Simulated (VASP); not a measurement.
Write the native input for VASP 6.6.1 that does the following.

```yaml
Task: single point
Functional: PBE
Potentials_or_basis: VASP PAW PBE potentials, release 64 (Cs_sv)
Cutoff: 520 eV
k_mesh: 12 × 12 × 12
Occupations: gaussian, width 0.15 eV
Spin: no spin polarisation
Dipole_correction: no
Further_INCAR_settings: ALGO = Fast; EDIFF = 1e-06; NBANDS = 10
```

The structure of Cs lies in POSCAR:

```
Cs
1.0
   -3.2643000000      3.2643000000      3.0225000000
    3.2643000000     -3.2643000000      3.0225000000
    3.2643000000      3.2643000000     -3.0225000000
Cs
1
Direct
    0.0000000000      0.0000000000      0.0000000000
```

This cell differs from its parent crystal: strain +0.080 along x and y, +0.000 along z.

These files were run (other wordings do the same):

INCAR

```
SYSTEM = Cs
PREC = Accurate
ENCUT = 520
EDIFF = 1E-6
ISMEAR = 0
SIGMA = 0.15
LREAL = .FALSE.
LASPH = .TRUE.
NELM = 80
ALGO = Fast
ISIF = 2
LWAVE = .FALSE.
LCHARG = .FALSE.
GGA = PE
NBANDS = 10
```

KPOINTS

```
regular mesh
0
G
  12 12 12
  0 0 0
```

Potentials or basis: VASP PAW PBE potentials, release 64 (Cs_sv).

Run with:

```console
$ cat potpaw_PBE.64/Cs_sv/POTCAR > POTCAR
$ mpirun -np 1 vasp_std > vasp.out
```

Results of the run:

```yaml
Pressure: -0.2 GPa
```

Caveat: the cell differs from its parent crystal (strain +0.080 along x and y, +0.000 along z).

Wall time 2.9 min on 1 thread of Intel(R) Xeon(R) Platinum 8259CL CPU @ 2.50GHz (Skylake/Cascade Lake) (shared host), peak memory 0.38 GiB.
